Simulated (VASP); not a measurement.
## Al (an interface model): single point with PBEsol

System: Al (an interface model).

```
Al
1.0
     4.01559    0.00000    0.00000
    -2.00779    4.48956    0.00000
     0.00000    0.00000   18.25825
Al
20
Direct
  0.40000 0.80000 0.07377
  0.20000 0.40000 0.27048
  0.70000 0.40000 0.02459
  0.50000 0.00000 0.22130
  0.90000 0.80000 0.31966
  0.80000 0.60000 0.17212
  0.60000 0.20000 0.36884
  0.10000 0.20000 0.12295
  0.30000 0.60000 0.41802
  0.00000 0.00000 0.46720
  0.90000 0.80000 0.91802
  0.70000 0.40000 0.72130
  0.20000 0.40000 0.96720
  0.00000 0.00000 0.77048
  0.40000 0.80000 0.67212
  0.30000 0.60000 0.81966
  0.10000 0.20000 0.62295
  0.60000 0.20000 0.86884
  0.80000 0.60000 0.57377
  0.50000 0.00000 0.52459
```

```
Program             : VASP 6.6.1
Task                : single point
Functional          : PBEsol
Potentials or basis : VASP PAW PBE potentials, release 64 (Al)
Cutoff              : 520 eV
k mesh              : 10 × 10 × 2
Occupations         : gaussian, width 0.1 eV
Spin                : no spin polarisation
```

```yaml
Pressure: 4.3 GPa
Largest_force: 2.873 eV/Å
Band_gap_on_the_k_mesh: zero (bands 30 and 31 overlap by 2.58 eV)
```

Forces on the atoms (eV/Å):
```
Al   0.000  0.404  0.000
Al   0.000 -0.028  0.002
Al   0.000 -0.347  2.852
Al   0.000  0.028 -0.002
Al   0.000 -0.091  0.001
Al   0.000  0.091 -0.001
Al   0.000  0.123  0.142
Al   0.000 -0.123 -0.142
Al   0.000 -0.404  0.000
Al   0.000  0.347 -2.852
Al   0.000  0.404  0.000
Al   0.000 -0.028 -0.002
Al   0.000 -0.347 -2.852
Al   0.000  0.028  0.002
Al   0.000 -0.091 -0.001
Al   0.000  0.091  0.001
Al   0.000  0.123 -0.142
Al   0.000 -0.123  0.142
Al   0.000 -0.404  0.000
Al   0.000  0.347  2.852
```

Stress tensor (GPa, compression positive):
```
 9.07  0.00  0.00
 0.00 -0.23  0.00
 0.00  0.00  3.92
```

Levels at points of the mesh, in eV from the Fermi level:
```csv
k point,band 26,band 27,band 28,band 29,band 30,band 31,band 32,band 33,band 34,band 35
"(0.00, 0.00, 0.00)",-0.71,-0.69,-0.38,-0.05,-0.04,0.13,0.27,0.38,0.40,0.49
"(0.50, 0.00, 0.00)",-1.95,-1.65,-1.65,-1.01,-1.01,-0.69,-0.69,1.22,1.22,1.68
"(0.00, 0.50, 0.00)",-0.90,-0.05,0.18,0.42,0.78,1.21,1.34,1.45,1.64,2.28
"(0.00, 0.00, 0.50)",-0.92,-0.58,-0.58,0.10,0.10,0.11,0.11,0.53,0.53,0.90
"(0.50, 0.00, 0.50)",-2.12,-1.94,-1.94,-0.37,-0.37,-0.15,-0.15,0.61,0.61,0.74
"(0.00, 0.50, 0.50)",-0.84,-0.49,-0.49,-0.15,-0.15,1.29,1.29,1.85,1.85,3.21
```

Run time: 15 min on 1 thread of Intel(R) Xeon(R) 6975P-C (Granite Rapids), on a shared host, peak memory 0.74 GiB.

Caveat: the PAW data sets were made with another functional, which shifts forces and pressure a little.
